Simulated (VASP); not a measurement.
# Li2CaO2 in VASP: further runs, part 2 of 2

VASP 6.6.1. The steps go on from the part before.

### Step 3. Relaxation of cell and atoms, PBE

This run uses another cell than the first one, of 21.26 Å³/atom.

The input, INCAR:

```
  ALGO = Normal
  EDIFF = 1E-6
  EDIFFG = -0.04
  ENCUT = 600
  GGA = PE
  IBRION = 2
  ISIF = 3
  ISMEAR = 0
  LASPH = True
  LCHARG = False
  LREAL = False
  LWAVE = False
  NELM = 100
  NSW = 90
  PREC = Accurate
  SIGMA = 0.1
```

The input, KPOINTS:

```
k-points
0
Gamma
  6 6 2
```

The input, POSCAR:

```
Li2CaO2
1.0
    3.8862865700      0.0000000000      0.0000000000
   -1.9431432800      3.3656228900      0.0000000000
    0.0000000000      0.0000000000      8.1277130200
Li Ca O
2 1 2
Direct
    0.3333333300      0.6666666700      0.8393627200
    0.6666666700      0.3333333300      0.1606372800
    0.0000000000      0.0000000000      0.5000000000
    0.3333333300      0.6666666700      0.2819426600
    0.6666666700      0.3333333300      0.7180573400
```

Potentials or basis: VASP PAW PBE potentials, release 64 (Li_sv, Ca_sv, O).

On the command line:

```
cat potpaw_PBE.64/Li_sv/POTCAR potpaw_PBE.64/Ca_sv/POTCAR potpaw_PBE.64/O/POTCAR > POTCAR
mpirun -np 1 vasp_std > vasp.out
```

OUTCAR:

```text
EDIFF = 1E-6
   EDIFFG = -0.04
   ENCUT = 600
   GGA = PE
   IBRION = 2
   ISIF = 3
   ISMEAR = 0
   LASPH = True
   LREAL = False
   NELM = 100
   NSW = 90
   PREC = Accurate

 ion  position               nearest neighbor table
   1  0.333  0.667  0.839-
   2  0.667  0.333  0.161-
   3  0.000  0.000  0.500-
   4  0.333  0.667  0.282-
   5  0.667  0.333  0.718-

  LATTYP: Found a hexagonal cell.
 ALAT       =     3.8862865700
 C/A-ratio  =     2.0913828339

  Lattice vectors:

 A1 = (   3.8862865700,   0.0000000000,   0.0000000000)
 A2 = (  -1.9431432800,   3.3656228900,   0.0000000000)
 A3 = (   0.0000000000,   0.0000000000,   8.1277130200)

Analysis of symmetry for initial positions (statically):
=====================================================================
 Subroutine PRICEL returns:
 Original cell was already a primitive cell.

 Routine SETGRP: Setting up the symmetry group for a
 hexagonal supercell.

 Subroutine GETGRP returns: Found 12 space group operations
 (whereof 12 operations were pure point group operations)
 out of a pool of 24 trial point group operations.

The static configuration has the point symmetry D_3d.

Analysis of symmetry for dynamics (positions and initial velocities):
=====================================================================
[... 137 lines left out ...]
 non-spin polarized calculation
 Gauss-broadening in eV      SIGMA  =   0.10
  energy-cutoff  :      600.00
  volume of cell :      106.31
 maximum number of plane-waves:      3572
 NGX is ok and might be reduce to    32

--------------------------------------- Ionic step        1  -------------------------------------------

 number of electron      27.9999999 magnetization

 Free energy of the ion-electron system (eV)
  ---------------------------------------------------
  ext. energy  EPLUGINS =         0.00000000
  ---------------------------------------------------
  free energy    TOTEN  =       -23.03154547 eV

  energy without entropy =      -23.03154547  energy(sigma->0) =      -23.03154547

 E-fermi :  -0.1015     XC(G=0):  -7.2960

 val. band max:       -0.5666370740   @ k =   0.0000   0.0000   0.0000
 cond. band min:       0.3490917860   @ k =   0.0000   0.0000   0.0000
 fundamental gap:      0.9157288600
 Fermi energy:        -0.1014797462
[... 703 lines left out ...]
  FREE ENERGIE OF THE ION-ELECTRON SYSTEM (eV)
  ---------------------------------------------------
  free  energy   TOTEN  =       -26.5279348268 eV

  energy  without entropy=      -26.5279348268  energy(sigma->0) =      -26.52793483

[... ionic steps 4 to 30 ...]

--------------------------------------- Ionic step       31  -------------------------------------------

 number of electron      28.0000002 magnetization

 E-fermi :   2.1545     XC(G=0):  -9.9901
[... 374 lines left out ...]
--------------------------------------- Ionic step       33  -------------------------------------------

 number of electron      28.0000002 magnetization

 Free energy of the ion-electron system (eV)
  ---------------------------------------------------
  ext. energy  EPLUGINS =         0.00000000
  ---------------------------------------------------
  free energy    TOTEN  =       -27.10143044 eV

  energy without entropy =      -27.10143044  energy(sigma->0) =      -27.10143044

 E-fermi :   2.2140     XC(G=0): -10.0264

 val. band max:        1.7466067636   @ k =   0.0000   0.0000   0.0000
 cond. band min:       6.4065976709   @ k =   0.5000   0.0000   0.0000
 fundamental gap:      4.6599909073
 Fermi energy:         2.2139925721
[... 324 lines left out ...]
  FREE ENERGIE OF THE ION-ELECTRON SYSTEM (eV)
  ---------------------------------------------------
  free  energy   TOTEN  =       -27.1014304381 eV

  energy  without entropy=      -27.1014304381  energy(sigma->0) =      -27.10143044

 reached required accuracy - stopping structural energy minimisation
```

OSZICAR:

```text
N       E                     dE             d eps       ncg     rms          rms(c)
DAV:   1     0.259332159137E+03    0.25933E+03   -0.14633E+04   504   0.164E+03
DAV:   2    -0.218336110543E+01   -0.26152E+03   -0.25546E+03   712   0.413E+02
DAV:   3    -0.234171045308E+02   -0.21234E+02   -0.21171E+02   626   0.107E+02
[... 338 lines left out ...]
DAV:   2    -0.271015961949E+02    0.81405E-03   -0.46418E-03   604   0.526E-01    0.877E-02
DAV:   3    -0.271014478991E+02    0.14830E-03   -0.35523E-04   754   0.202E-01    0.398E-02
DAV:   4    -0.271014304799E+02    0.17419E-04   -0.18275E-04   844   0.991E-02    0.155E-02
DAV:   5    -0.271014308857E+02   -0.40574E-06   -0.13429E-05   640   0.383E-02    0.751E-03
DAV:   6    -0.271014304381E+02    0.44757E-06   -0.47317E-06   750   0.138E-02
  33 F= -.27101430E+02 E0= -.27101430E+02  d E =-.409246E-02
```

It took 7.3 min on 1 thread of Intel Xeon 6975P-C (Granite Rapids), shared host; peak memory 0.32 GiB.

What came out:

```yaml
Free_energy: -27.1014 eV
Relaxed_volume: 10.71 Å³/atom
Relaxed_cell: a = 3.363 Å, b = 3.363 Å, c = 5.467 Å, α = 90.00°, β = 90.00°, γ = 120.00°
Space_group_after_relaxing_to_0.1_Å: P-3m1 (No. 164)
Pressure_after_relaxing: 0.2 GPa
Largest_force_after_relaxing: 0.030 eV/Å
Band_gap_on_the_k_mesh: 4.66 eV (least direct gap 4.85 eV)
```

Forces in eV/Å, atoms in the order of the input:
```
Li   0.000  0.000 -0.008
Li   0.000  0.000  0.008
Ca   0.000  0.000  0.000
O    0.000  0.000 -0.030
O    0.000  0.000  0.030
```

Final structure:
```yaml
crystal:
  lattice:
    - [3.36328, 0.00000, 0.00000]
    - [-1.68164, 2.91269, 0.00000]
    - [0.00000, 0.00000, 5.46700]
  atoms:
    - { symbol: Li, position: [0.33333, 0.66667, 0.88407] }
    - { symbol: Li, position: [0.66667, 0.33333, 0.11593] }
    - { symbol: Ca, position: [0.00000, 0.00000, 0.50000] }
    - { symbol: O, position: [0.33333, 0.66667, 0.24365] }
    - { symbol: O, position: [0.66667, 0.33333, 0.75635] }
```

Levels at points of the mesh, in eV from the valence-band top:
```csv
k point,band 11,band 12,band 13,band 14,band 15,band 16,band 17,band 18
"(0.00, 0.00, 0.00)",-0.86,-0.08,0.00,0.00,4.85,6.47,7.14,7.14
"(0.50, 0.00, 0.00)",-1.23,-1.02,-0.86,-0.82,4.66,7.39,8.70,8.92
"(0.00, 0.00, 0.50)",-0.65,-0.65,-0.26,-0.26,6.30,6.74,6.79,7.02
"(0.50, 0.00, 0.50)",-1.31,-1.27,-0.46,-0.36,4.99,6.47,8.24,8.70
```

Caveat: the cutoff is under 1.25 times the usual one of these potentials, so pressure, stress and relaxed cells hold a basis-set (Pulay) error; the volume moved by over 15 % at a fixed basis, so the end points are rough.

### Step 4. Single point, PBE

This run uses another cell than the first one: it holds 10 atoms, not 5.

The input, INCAR:

```
SYSTEM = Li2CaO2
PREC = Accurate
ENCUT = 520
EDIFF = 1E-6
ISMEAR = 0
SIGMA = 0.1
LREAL = .False.
LASPH = .True.
NELM = 100
ALGO = Normal
ISIF = 2
LWAVE = .False.
LCHARG = .False.
GGA = PE
NBANDS = 39
```

The input, KPOINTS:

```
regular mesh
0
Gamma
  6 6 2
  0 0 0
```

The input, POSCAR:

```
Li2CaO2
1.0
    3.3607698184      0.0008313449     -0.0004768821
   -1.6796831614      2.9113102662      0.0022501579
   -0.0017080718      0.0076359694     10.9495800729
Li Ca O
4 2 4
Direct
    0.3324942114      0.6660819041      0.4418898256
    0.3344913690      0.6674712973      0.9418119428
    0.6673909596      0.3336924129      0.0583566096
    0.6660486073      0.3327246146      0.5582365377
   -0.0003517680     -0.0003078359      0.2501084092
   -0.0001656628     -0.0002138265      0.7499510521
    0.3335843593      0.6668238364      0.1219148458
    0.3334168028      0.6667574180      0.6219559270
    0.6661341923      0.3330248970      0.3779401002
    0.6669569292      0.3339452820      0.8778347498
```

Potentials or basis: VASP PAW PBE potentials, release 64 (Li_sv, Ca_sv, O).

On the command line:

```
cat potpaw_PBE.64/Li_sv/POTCAR potpaw_PBE.64/Ca_sv/POTCAR potpaw_PBE.64/O/POTCAR > POTCAR
mpirun -np 1 vasp_std > vasp.out
```

OUTCAR:

```text
SYSTEM = Li2CaO2
   PREC = Accurate
   ENCUT = 520
   EDIFF = 1E-6
   ISMEAR = 0
   LREAL = .False.
   LASPH = .True.
   NELM = 100
   ISIF = 2
   GGA = PE

 ion  position               nearest neighbor table
   1  0.332  0.666  0.442-   8 1.97   9 2.06   9 2.06   9 2.06   4 2.32   4 2.32   4 2.32   5 2.86
                             5 2.86   5 2.86
   2  0.334  0.667  0.942-   7 1.97  10 2.06  10 2.06  10 2.07   3 2.32   3 2.32   3 2.32   6 2.86
                             6 2.86   6 2.86
   3  0.667  0.334  0.058-  10 1.98   7 2.06   7 2.06   7 2.06   2 2.32   2 2.32   2 2.32   5 2.86
                             5 2.86   5 2.86
   4  0.666  0.333  0.558-   9 1.97   8 2.06   8 2.06   8 2.06   1 2.32   1 2.32   1 2.32   6 2.86
[... 1243 lines left out ...]
 -----------------------------------------------------------------------------
  energy-cutoff  :      520.00
  volume of cell :      107.15
      direct lattice vectors                 reciprocal lattice vectors
     3.360769818  0.000831345 -0.000476882     0.297508404  0.171647807 -0.000073293
    -1.679683161  2.911310266  0.002250158    -0.000084990  0.343439102 -0.000239519
    -0.001708072  0.007635969 10.949580073     0.000012975 -0.000063102  0.091327749

 POSITION                                       TOTAL-FORCE (eV/Angst)
 -----------------------------------------------------------------------------------
     -0.00212      1.94282      4.83985         0.003086      0.003763     -0.001351
      0.00140      1.95069     10.31379        -0.007121     -0.003769     -0.003700
      1.68235      0.97248      0.63941        -0.002910     -0.001137     -0.015065
      1.67861      0.97348      6.11289         0.001301      0.002631     -0.002801
      1.67999      2.91315      2.74035         0.001880      0.003050     -0.012655
      1.67961      2.91725      8.21342         0.001823      0.006677      0.007499
      0.00084      1.94254      1.33626        -0.000773      0.000906     -0.027658
     -0.00047      1.94616      6.81150        -0.003495     -0.002340     -0.047971
      1.67870      0.97298      4.13872         0.001957     -0.002518      0.049783
      1.67907      0.97948      9.61236         0.004253     -0.007263      0.053919
 -----------------------------------------------------------------------------------
    total drift:                                0.000019      0.000016      0.000058

  FREE ENERGIE OF THE ION-ELECTRON SYSTEM (eV)
  ---------------------------------------------------
  free  energy   TOTEN  =       -54.0803941893 eV

  energy  without entropy=      -54.0803941893  energy(sigma->0) =      -54.08039419
```

Run time: 1.8 min. Hardware: 1 thread of Intel Xeon 6975P-C (Granite Rapids), shared host; peak memory 0.31 GiB.

What came out:

* Free energy: -54.0804 eV
* Largest force: 0.055 eV/Å
* Band gap on the k mesh: 4.66 eV

Forces on the atoms (eV/Å):
```
Li   0.003  0.004 -0.001
Li  -0.007 -0.004 -0.004
Li  -0.003 -0.001 -0.015
Li   0.001  0.003 -0.003
Ca   0.002  0.003 -0.013
Ca   0.002  0.007  0.007
O   -0.001  0.001 -0.028
O   -0.003 -0.002 -0.048
O    0.002 -0.003  0.050
O    0.004 -0.007  0.054
```

Caveat: the cutoff is under 1.25 times the usual one of these potentials, so pressure, stress and relaxed cells hold a basis-set (Pulay) error. A k mesh can miss the band edges.

### Step 5. Relaxation of cell and atoms, PBE

The input, INCAR:

```
PREC = Accurate
ENCUT = 600
EDIFF = 1E-6
ISMEAR = 0
SIGMA = 0.02
LREAL = False
LASPH = True
NELM = 100
ALGO = Normal
ISIF = 3
LWAVE = False
LCHARG = False
GGA = PE
IBRION = 2
NSW = 100
EDIFFG = -0.01
```

The input, KPOINTS:

```
Automatic mesh
0
Gamma
  12 12 4
```

The input, POSCAR:

```
Li2CaO2
1.0
    3.3597039113      0.0000000000      0.0000000000
   -1.6798519557      2.9095889364      0.0000000000
    0.0000000000      0.0000000000      5.4717747976
Li Ca O
2 1 2
Direct
    0.3333333333      0.6666666667      0.8839502270
    0.6666666667      0.3333333333      0.1160497730
    0.0000000000      0.0000000000      0.5000000000
    0.3333333333      0.6666666667      0.2437330843
    0.6666666667      0.3333333333      0.7562669157
```

On the command line:

```
cat potpaw_PBE.64/Li_sv/POTCAR potpaw_PBE.64/Ca_sv/POTCAR potpaw_PBE.64/O/POTCAR > POTCAR
mpirun -np 1 vasp_std > vasp.out
```

Wall time 50 s (1 thread of Intel Xeon 6975P-C (Granite Rapids), shared host); peak memory 0.25 GiB.

The run converged. Its results:

- Free energy: -27.0453 eV
- Relaxed volume: 10.71 Å³/atom
- Relaxed cell: a = 3.360 Å, b = 3.360 Å, c = 5.475 Å, α = 90.00°, β = 90.00°, γ = 120.00°
- Space group after relaxing (to 0.1 Å): P-3m1 (No. 164)
- Energy gained by relaxing: 0.0 meV/atom
- Ionic steps: 2
- Pressure after relaxing: 0.0 GPa
- Largest force after relaxing: 0.009 eV/Å
- Band gap on the k mesh: 4.65 eV (least direct gap 4.86 eV)

Forces in eV/Å, atoms in the order of the input:
```
Li   0.000  0.000 -0.005
Li   0.000  0.000  0.005
Ca   0.000  0.000  0.000
O    0.000  0.000 -0.009
O    0.000  0.000  0.009
```

Final structure:
```
Li Ca O
1.0
     3.36048    0.00000    0.00000
    -1.68024    2.91026    0.00000
     0.00000    0.00000    5.47486
Li Ca O
2 1 2
Direct
  0.33333 0.66667 0.88386
  0.66667 0.33333 0.11614
  0.00000 0.00000 0.50000
  0.33333 0.66667 0.24350
  0.66667 0.33333 0.75650
```

Levels at points of the mesh, in eV from the valence-band top:
| k point | band 12 | band 13 | band 14 | band 15 | band 16 | band 17 |
| --- | --- | --- | --- | --- | --- | --- |
| (0.00, 0.00, 0.00) | -0.08 | 0.00 | 0.00 | 4.86 | 6.45 | 7.13 |
| (0.50, 0.00, 0.00) | -1.02 | -0.86 | -0.82 | 4.65 | 7.39 | 8.70 |
| (0.00, 0.00, 0.50) | -0.65 | -0.26 | -0.26 | 6.28 | 6.75 | 6.79 |
| (0.50, 0.00, 0.50) | -1.27 | -0.46 | -0.36 | 4.98 | 6.47 | 8.23 |

Caveat: the cutoff is under 1.25 times the usual one of these potentials, so pressure, stress and relaxed cells hold a basis-set (Pulay) error.

### Step 6. Overview

```csv
task,cell,k mesh,cutoff (eV),smearing,gap on the mesh (eV),pressure (GPa),relaxed volume (Å³/atom),largest force (eV/Å)
relaxation of cell and atoms,"relaxed from a = 3.360, b = 3.360, c = 5.472 Å, angles 90.0, 90.0, 120.0°, 5 atoms, atomic positions A",6 × 6 × 4,600,gaussian 0.1 eV,4.66,0.1,-,0.03
relaxation of cell and atoms,"relaxed from a = 3.886, b = 3.886, c = 8.128 Å, angles 90.0, 90.0, 120.0°, 5 atoms, atomic positions B",6 × 6 × 2,600,gaussian 0.1 eV,4.66,0.2,10.71,0.03
single point,"a = 3.361, b = 3.361, c = 10.950 Å, angles 89.9, 90.0, 120.0°, 10 atoms, atomic positions C",6 × 6 × 2,520,gaussian 0.1 eV,4.66,-,-,0.05
relaxation of cell and atoms,"relaxed from a = 3.360, b = 3.360, c = 5.472 Å, angles 90.0, 90.0, 120.0°, 5 atoms, atomic positions A",12 × 12 × 4,600,gaussian 0.02 eV,4.65,0.0,10.71,0.01
```

Alike in all rows: level PBE; potentials or basis VASP PAW PBE potentials, release 64 (Li_sv, Ca_sv, O); no spin polarisation.

Caveats: the cutoff is under 1.25 times the usual one of these potentials, so pressure, stress and relaxed cells hold a basis-set (Pulay) error; the relaxation stopped at its first step, so nothing moved (at least some runs); the volume moved by over 15 % at a fixed basis, so the end points are rough (at least some runs).

Absolute energies hang on the potentials; compare differences alone.
